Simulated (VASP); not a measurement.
# CuH8 (C2) in VASP: notebook

The runs below take CuH8 through single point, relaxation of cell and atoms, with PBE.

Program: VASP 6.6.1. These are calculated values, not measurements. Logs are shortened: lines on timing, memory, paths and dates and some standing lists are left out, and cuts for length are marked.

### Step 1. The cell of the first run

The structure is monoclinic, space group C2 (No. 5). The conventional cell has a = 7.843 Å, b = 5.871 Å, c = 4.836 Å, α = 90.00°, β = 126.35°, γ = 90.00°. Cu (site symmetry 2) has 6 H at 1.99 to 2.15 Å within 2.6 Å. Within 1.6 Å of H (site symmetry 1) lie 1 H at 1.19 Å. H (site symmetry 1) has 1 H at 1.21 Å within 1.6 Å. H (site symmetry 1) has 1 H at 1.21 Å within 1.6 Å. Within 1.6 Å of H (site symmetry 1) lie 1 H at 1.21 Å.

### Step 2. Single point, PBE

INCAR reads:

```
SYSTEM = CuH8
ALGO     = Normal         ! electronic algorithm
EDIFF    = 1E-7           ! SCF threshold, eV
ENCUT    = 520            ! plane-wave cutoff, eV
GGA      = PE             ! functional
ISIF     = 2              ! what is computed and relaxed
ISMEAR   = 0              ! smearing method
LASPH    = .TRUE.         ! aspherical terms in the spheres
LCHARG   = .FALSE.        ! write CHGCAR
LREAL    = .FALSE.        ! projectors in reciprocal space
LWAVE    = .FALSE.        ! write WAVECAR
NBANDS   = 20             ! bands
NELM     = 100            ! most SCF steps
PREC     = Accurate       ! precision mode
SIGMA    = 0.1            ! smearing width, eV
```

KPOINTS reads:

```
k-points
0
G
  4 4 4
  0 0 0
```

POSCAR reads:

```
CuH8
1.0
    3.9216905800     -2.9353568800      0.0000000000
    3.9216905800      2.9353568800      0.0000000000
   -2.8666389100      0.0000000000      3.8949394800
Cu H
1 8
Direct
    0.2481310100      0.7518689900      0.5000000000
    0.7889599800      0.3176669800      0.1523450000
    0.6823330200      0.2110400200      0.8476550000
    0.2018450100      0.6758139400      0.8446320300
    0.3241860600      0.7981549900      0.1553679700
    0.2366569900      0.2681979800      0.1598380100
    0.7318020200      0.7633430100      0.8401619900
    0.1193880000      0.1666349800      0.8496230200
    0.8333650200      0.8806120000      0.1503769800
```

Potentials or basis: VASP PAW PBE potentials, release 64 (Cu, H).

Started as:

```sh
> cat potpaw_PBE.64/Cu/POTCAR potpaw_PBE.64/H/POTCAR > POTCAR
> mpirun -np 1 vasp_std > vasp.out
```

OUTCAR:

```text
SYSTEM = CuH8
   EDIFF = 1E-7
   ENCUT = 520
   GGA = PE
   ISIF = 2
   ISMEAR = 0
   LASPH = .TRUE.
   LREAL = .FALSE.
   NELM = 100
   PREC = Accurate

 ion  position               nearest neighbor table
   1  0.248  0.752  0.500-
   2  0.789  0.318  0.152-
   3  0.682  0.211  0.848-
   4  0.202  0.676  0.845-
   5  0.324  0.798  0.155-
   6  0.237  0.268  0.160-
   7  0.732  0.763  0.840-
   8  0.119  0.167  0.850-
   9  0.833  0.881  0.150-

  LATTYP: Found a base centered monoclinic cell.
 ALAT       =     7.8433811600
 B/A-ratio  =     0.7484927278
 C/A-ratio  =     0.6165876485
 COS(beta)  =    -0.5927544869

  Lattice vectors:

 A1 = (   3.9216905800,  -2.9353568800,   0.0000000000)
 A2 = (   3.9216905800,   2.9353568800,   0.0000000000)
 A3 = (  -2.8666389100,   0.0000000000,   3.8949394800)

Analysis of symmetry for initial positions (statically):
=====================================================================
 Subroutine PRICEL returns:
 Original cell was already a primitive cell.

 Routine SETGRP: Setting up the symmetry group for a
 base centered monoclinic supercell.

 Subroutine GETGRP returns: Found  2 space group operations
 (whereof  2 operations were pure point group operations)
 out of a pool of  4 trial point group operations.

The static configuration has the point symmetry C_2 .

Analysis of symmetry for dynamics (positions and initial velocities):
=====================================================================
 Subroutine PRICEL returns:
 Original cell was already a primitive cell.

 Routine SETGRP: Setting up the symmetry group for a
 base centered monoclinic supercell.

 Subroutine GETGRP returns: Found  2 space group operations
 (whereof  2 operations were pure point group operations)
 out of a pool of  4 trial point group operations.

The dynamic configuration has the point symmetry C_2 .

 Subroutine INISYM returns: Found  2 space group operations
 (whereof  2 operations are pure point group operations),
 and found     1 'primitive' translations

----------------------------------------------------------------------------------------

                                     Primitive cell

  volume of cell :      89.6737

  direct lattice vectors                    reciprocal lattice vectors
     3.921690580 -2.935356880  0.000000000     0.127496035 -0.170337039  0.093835886
     3.921690580  2.935356880  0.000000000     0.127496035  0.170337039  0.093835886
    -2.866638910  0.000000000  3.894939480     0.000000000  0.000000000  0.256743399

  length of vectors
     4.898568875  4.898568875  4.836131945     0.232540576  0.232540576  0.256743399

  position of ions in fractional coordinates (direct lattice)
     0.248131010  0.751868990  0.500000000
     0.788959980  0.317666980  0.152345000
     0.682333020  0.211040020  0.847655000
     0.201845010  0.675813940  0.844632030
     0.324186060  0.798154990  0.155367970
     0.236656990  0.268197980  0.159838010
     0.731802020  0.763343010  0.840161990
     0.119388000  0.166634980  0.849623020
     0.833365020  0.880612000  0.150376980

  ion indices of the primitive-cell ions
   primitive index   ion index
                 1           1
                 2           2
                 3           3
                 4           4
                 5           5
                 6           6
                 7           7
                 8           8
                 9           9

----------------------------------------------------------------------------------------

 KPOINTS: k-points

Automatic generation of k-mesh.
 Grid dimensions read from file:
 generate k-points for:    4    4    4

 Generating k-lattice:

  Cartesian coordinates                     Fractional coordinates (reciprocal lattice)
     0.031874009 -0.042584260  0.023458971     0.250000000  0.000000000  0.000000000
     0.031874009  0.042584260  0.023458971     0.000000000  0.250000000  0.000000000
     0.000000000  0.000000000  0.064185850     0.000000000  0.000000000  0.250000000

  Length of vectors
     0.058135144  0.058135144  0.064185850

  Shift w.r.t. Gamma in fractional coordinates (k-lattice)
     0.000000000  0.000000000  0.000000000

 Subroutine IBZKPT returns following result:
 ===========================================

 Found     24 irreducible k-points:

 Following reciprocal coordinates:
            Coordinates               Weight
  0.000000  0.000000  0.000000      1.000000
  0.250000  0.000000 -0.000000      4.000000
  0.500000  0.000000 -0.000000      2.000000
  0.250000  0.250000  0.000000      2.000000
  0.500000  0.250000  0.000000      4.000000
 -0.250000  0.250000  0.000000      2.000000
[... 16 lines left out ...]
 -0.250000  0.250000  0.500000      2.000000
  0.500000  0.500000  0.500000      1.000000
   k-points           NKPTS =     24   k-points in BZ     NKDIM =     24   number of bands    NBANDS=     20
   number of dos      NEDOS =    301   number of ions     NIONS =      9
   total plane-waves  NPLWV =  46656
   dimension x,y,z NGX =    36 NGY =   36 NGZ =   36
   dimension x,y,z NGXF=    72 NGYF=   72 NGZF=   72
   ions per type =               1   8
   NGX,Y,Z   is equivalent  to a cutoff of  12.22, 12.22, 12.38 a.u.
   NGXF,Y,Z  is equivalent  to a cutoff of  24.44, 24.44, 24.75 a.u.
 SYSTEM =  CuH8
   PREC   = accura    normal or accurate (medium, high low for compatibility)
   ISTART =      0    job   : 0-new  1-cont  2-samecut
   ICHARG =      2    charge: 1-file 2-atom 10-const
   ISPIN  =      1    spin polarized calculation?
   LNONCOLLINEAR =      F non collinear calculations
   LSORBIT =      F    spin-orbit coupling
   LASPH  =      T    aspherical Exc in radial PAW
   ENCUT  =  520.0 eV  38.22 Ry    6.18 a.u.   9.11  9.11  8.99*2*pi/ulx,y,z
   NELM   =    100;   NELMIN=  2; NELMDL= -5     # of ELM steps
   EDIFF  = 0.1E-06   stopping-criterion for ELM
   LREAL  =      F    real-space projection
   EDIFFG = 0.1E-05   stopping-criterion for IOM
   NSW    =      0    number of steps for IOM
   IBRION =     -1    ionic relax: 0-MD 1-quasi-New 2-CG
   NFREE  =      0    steps in history (QN), initial steepest desc. (CG)
   ISIF   =      2    stress and relaxation
   ISYM   =      2    0-nonsym 1-usesym 2-fastsym
   POTIM  = 0.5000    time-step for ionic-motion
   TEBEG  =    0.0;   TEEND  =   0.0 temperature during run
   PSTRESS=    0.0 pullay stress
   NELECT =      19.0000    total number of electrons
   NUPDOWN=      -1.0000    fix difference up-down
   EMIN   =  10.00;   EMAX   =-10.00  energy-range for DOS
   EFERMI =   0.00;   METHOD = LEGACY
   ISMEAR =     0;   SIGMA  =   0.10  broadening in eV -4-tet -1-fermi 0-gaus
   EFERMI_NEDOS =   21; number of points for ismear=-14 and -15
   IALGO  =     38    algorithm
   IMIX   =      4    mixing-type and parameters
     AMIX     =   0.40;   BMIX     =  1.00
     AMIX_MAG =   1.60;   BMIX_MAG =  1.00
  volume/ion in A,a.u.               =       9.96        67.24
  Fermi-wavevector in a.u.,A,eV,Ry     =   0.975973  1.844321 12.959861  0.952523
  Thomas-Fermi vector in A             =   2.106555
   LORBIT       =      0    0 simple, 1 ext, 2 COOP (PROOUT), +10 PAW based schemes
   GGA     = PE    functional components
   LHFCALC =     F    Hartree Fock is set to
   AEXX    =    0.0000 exact exchange contribution
   IVDW    =     0    specifies the selected vdW correction
   LEPSILON=     F    determine dielectric tensor
   LRPA    =     F    only Hartree local field effects (RPA)
 non-spin polarized calculation
 Gauss-broadening in eV      SIGMA  =   0.10
  energy-cutoff  :      520.00
  volume of cell :       89.67
 maximum number of plane-waves:      2429
   NGX = 19   NGY = 19   NGZ = 17

 number of electron      18.9999996 magnetization

 Free energy of the ion-electron system (eV)
  ---------------------------------------------------
  ext. energy  EPLUGINS =         0.00000000
  ---------------------------------------------------
  free energy    TOTEN  =       -23.33342598 eV

  energy without entropy =      -23.32664886  energy(sigma->0) =      -23.33003742

 E-fermi :  -1.7269     XC(G=0):  -7.4556

 val. band max:       -1.8975892002   @ k =   0.5000   0.0000   0.5000
 cond. band min:      -1.7148126494   @ k =   0.5000   0.2500   0.5000
 fundamental gap:      0.1827765508
 Fermi energy:        -1.7269097438

 k-point     1 :       0.0000    0.0000    0.0000
  band No.  band energies     occupation
      1      -9.1295      2.00000
      2      -5.5999      2.00000
      3      -5.5683      2.00000
      4      -4.0371      2.00000
      5      -3.6273      2.00000
      6      -3.5353      2.00000
[... 12 lines left out ...]
     19       7.9652      0.00000
     20       9.5347      0.00000

 k-point     2 :       0.2500    0.0000   -0.0000
  band No.  band energies     occupation
      1      -8.7574      2.00000
      2      -6.1215      2.00000
      3      -5.5109      2.00000
      4      -4.0804      2.00000
      5      -3.6375      2.00000
      6      -3.5398      2.00000
[... 12 lines left out ...]
     19       8.3361      0.00000
     20       9.1698      0.00000
[... 465 lines left out ...]
      3      -6.1427      2.00000
      4      -4.1311      2.00000
      5      -4.0227      2.00000
      6      -3.6986      2.00000
[... 12 lines left out ...]
     19       8.2620      0.00000
     20      10.3002      0.00000

 k-point    24 :       0.5000    0.5000    0.5000
  band No.  band energies     occupation
      1      -7.3007      2.00000
      2      -7.1134      2.00000
      3      -5.5554      2.00000
      4      -4.7510      2.00000
      5      -4.0196      2.00000
      6      -3.5886      2.00000
[... 12 lines left out ...]
     19       9.7182      0.00000
     20      10.8911      0.00000

------------------------ aborting loop because EDIFF is reached ----------------------------------------

  FORCE on cell =-STRESS in cart. coord.  units (eV):
  Direction    XX          YY          ZZ          XY          YZ          ZX
  --------------------------------------------------------------------------------------
  -------------------------------------------------------------------------------------
  Total        0.3133712     -0.4906615    -21.6366788      0.0000000      0.0000000      1.0961550
  in kB        5.5989259     -8.7665281   -386.5771994      0.0000000      0.0000000     19.5847310
  external PRESSURE =    -129.9149339 kB  Pullay stress =       0.0000000 kB

 VOLUME and BASIS-vectors are now :
 -----------------------------------------------------------------------------
  energy-cutoff  :      520.00
  volume of cell :       89.67
      direct lattice vectors                 reciprocal lattice vectors
     3.921690580 -2.935356880  0.000000000     0.127496035 -0.170337039  0.093835886
     3.921690580  2.935356880  0.000000000     0.127496035  0.170337039  0.093835886
    -2.866638910  0.000000000  3.894939480     0.000000000  0.000000000  0.256743399

 POSITION                                       TOTAL-FORCE (eV/Angst)
 -----------------------------------------------------------------------------------
      2.48837      1.47865      1.94747        -0.000000      0.041393      0.000000
      3.90313     -1.38341      0.59337         0.214220      0.380000     -4.398371
      1.07361     -1.38341      3.30156        -0.214220      0.380000      4.398371
      1.02065      1.39127      3.28979         0.660162     -0.147199      2.361591
      3.95609      1.39127      0.60515        -0.660162     -0.147199     -2.361591
      1.52169      0.09258      0.62256         0.646963      0.408657     -2.837944
      3.45506      0.09258      3.27238        -0.646963      0.408657      2.837944
     -1.31387      0.13869      3.30923         0.189407     -0.662154      2.861323
      6.29061      0.13869      0.58571        -0.189407     -0.662154     -2.861323
 -----------------------------------------------------------------------------------
    total drift:                                0.000000      0.000577     -0.000000

  FREE ENERGIE OF THE ION-ELECTRON SYSTEM (eV)
  ---------------------------------------------------
  free  energy   TOTEN  =       -23.3334259798 eV

  energy  without entropy=      -23.3266488643  energy(sigma->0) =      -23.33003742
```

Wall time 44 s (1 thread of Intel Xeon Platinum 8488C (Sapphire Rapids), shared host); peak memory 0.21 GiB.

Results:

| Item | Value |
| --- | --- |
| Free energy | -23.3334 eV |
| Pressure | -13.0 GPa |
| Largest force | 4.420 eV/Å |

Forces on the atoms (eV/Å):
```
Cu   0.000  0.041  0.000
H    0.214  0.380 -4.398
H   -0.214  0.380  4.398
H    0.660 -0.147  2.362
H   -0.660 -0.147 -2.362
H    0.647  0.409 -2.838
H   -0.647  0.409  2.838
H    0.189 -0.662  2.861
H   -0.189 -0.662 -2.861
```

Stress tensor (GPa, compression positive):
```
  0.56   0.00   1.96
  0.00  -0.88   0.00
  1.96   0.00 -38.66
```

Caveat: the k points lie up to 0.40 Å⁻¹ apart; forces of over 1 eV/Å act on the atoms, so gaps and moduli don't describe the material at rest.

### Step 3. Relaxation of cell and atoms, PBE

INCAR reads:

```
PREC = Accurate
ENCUT = 600
EDIFF = 1E-6
ISMEAR = 0
SIGMA = 0.1
LREAL = F
LASPH = T
NELM = 60
ALGO = Normal
ISIF = 3
LWAVE = F
LCHARG = F
GGA = PE
IBRION = 2
NSW = 90
EDIFFG = -0.04
```

KPOINTS reads:

```
regular mesh
0
Gamma
  4 4 4
```

POSCAR is that of step 2.

Potentials or basis: VASP PAW PBE potentials, release 64 (Cu, H).

Started as:

```sh
> cat potpaw_PBE.64/Cu/POTCAR potpaw_PBE.64/H/POTCAR > POTCAR
> mpirun -np 1 vasp_std > vasp.out
```

Run time: 22 min. Hardware: 1 thread of Intel Xeon Platinum 8488C (Sapphire Rapids), shared host; peak memory 0.26 GiB.

The run converged. Its results:

```yaml
Free_energy: -28.5668 eV
Relaxed_volume: 9.88 Å³/atom
Relaxed_cell: a = 5.915 Å, b = 5.915 Å, c = 4.332 Å, α = 130.00°, β = 130.00°, γ = 65.62°
Space_group_after_relaxing_to_0.05_Å: C2 (No. 5)
Energy_gained_by_relaxing: 581.3 meV/atom
Ionic_steps: 66
Pressure_after_relaxing: 0.1 GPa
Largest_force_after_relaxing: 0.035 eV/Å
```

Forces in eV/Å, atoms in the order of the input:
```
Cu   0.000  0.035  0.000
H    0.017 -0.018  0.022
H   -0.017 -0.018 -0.022
H   -0.001  0.003 -0.002
H    0.001  0.003  0.002
H    0.001 -0.003 -0.013
H   -0.001 -0.003  0.013
H    0.011  0.001  0.010
H   -0.011  0.001 -0.010
```

Stress tensor (GPa, compression positive):
```
 0.12  0.00 -0.09
 0.00 -0.01  0.00
-0.09  0.00  0.15
```

The path:
| step | energy change (eV) | largest force (eV/Å) | pressure (GPa) | volume (Å³) |
| --- | --- | --- | --- | --- |
| 1 | 0.0000 | 4.4209 | -13.01 | 89.67 |
| 3 | -4.4691 | 2.1271 | -0.99 | 79.68 |
| 5 | -4.1731 | 3.6527 | 4.23 | 77.64 |
| 7 | -4.6934 | 0.5087 | -0.36 | 79.08 |
| 9 | -4.7287 | 0.8368 | -1.11 | 79.37 |
| 11 | -4.8698 | 0.7867 | -0.76 | 79.56 |
| 13 | -4.9166 | 1.3125 | -0.27 | 79.66 |
| 15 | -5.0511 | 0.4836 | -0.01 | 79.75 |
| 17 | -5.0767 | 0.2420 | 0.76 | 79.78 |
| 19 | -5.0898 | 0.1808 | 1.36 | 80.12 |
| 21 | -5.1273 | 0.5997 | 0.87 | 82.94 |
| 23 | -5.1542 | 0.2146 | 0.18 | 84.79 |
| 25 | -5.1586 | 0.3327 | -0.36 | 85.95 |
| 27 | -5.1709 | 0.2460 | -0.48 | 87.36 |
| 29 | -5.1762 | 0.1657 | -0.21 | 87.74 |
| 31 | -5.1815 | 0.1647 | 0.01 | 87.96 |
| 33 | -5.1881 | 0.2343 | -0.20 | 88.20 |
| 35 | -5.1971 | 0.2221 | -0.39 | 88.37 |
| 37 | -5.2064 | 0.2840 | -0.15 | 88.24 |
| 39 | -5.2117 | 0.2799 | -0.04 | 88.10 |
| 41 | -5.2180 | 0.1524 | 0.30 | 87.89 |
| 43 | -5.2201 | 0.0932 | 0.13 | 88.04 |
| 45 | -5.2216 | 0.1430 | -0.02 | 88.27 |
| 47 | -5.2231 | 0.1242 | 0.15 | 88.50 |
| 49 | -5.2262 | 0.1105 | 0.14 | 89.04 |
| 51 | -5.2272 | 0.0981 | -0.05 | 89.42 |
| 53 | -5.2279 | 0.0491 | -0.12 | 89.55 |
| 55 | -5.2284 | 0.0402 | -0.09 | 89.60 |
| 57 | -5.2288 | 0.0575 | -0.02 | 89.54 |
| 59 | -5.2291 | 0.0719 | -0.01 | 89.45 |
| 61 | -5.2303 | 0.0677 | -0.04 | 89.20 |
| 63 | -5.2304 | 0.0819 | 0.02 | 89.10 |
| 65 | -5.2311 | 0.0949 | 0.08 | 88.95 |
| 66 | -5.2316 | 0.0353 | 0.09 | 88.91 |

Final structure:
```xyz
9
Lattice="4.9673 -3.2050 0.1898 4.9673 3.2050 0.1898 -3.4170 0.0000 2.6619" Properties=species:S:1:pos:R:3 pbc="T T T"
Cu    3.2587    1.5839    1.5208
H     5.1015   -1.3526    0.5393
H     1.4159   -1.3526    2.5023
H     1.8626    1.5956    2.5528
H     4.6549    1.5956    0.4888
H     2.5545    0.2948    0.3689
H     3.9630    0.2948    2.6727
H    -1.1075   -0.2615    2.4740
H     7.6250   -0.2615    0.5677
```

Levels at points of the mesh, in eV from the Fermi level:
```csv
k point,band 6,band 7,band 8,band 9,band 10,band 11,band 12,band 13
"(0.00, 0.00, 0.00)",-3.13,-3.07,-2.14,-1.92,1.10,1.19,1.22,5.32
"(0.50, 0.00, 0.00)",-3.16,-3.14,-3.10,-1.98,1.49,1.61,2.27,5.10
"(0.50, 0.50, 0.00)",-3.50,-3.17,-3.16,-3.11,0.54,1.57,4.14,4.71
"(0.00, 0.00, 0.50)",-3.50,-3.38,-3.25,-3.23,-3.15,2.77,3.75,4.06
"(0.50, 0.00, 0.50)",-3.48,-3.20,-3.18,-3.09,-0.26,1.88,4.22,4.71
"(0.50, 0.50, 0.50)",-3.19,-3.18,-3.07,-2.13,1.55,1.65,1.78,5.12
```

Caveat: the k points lie up to 0.56 Å⁻¹ apart in the final cell.
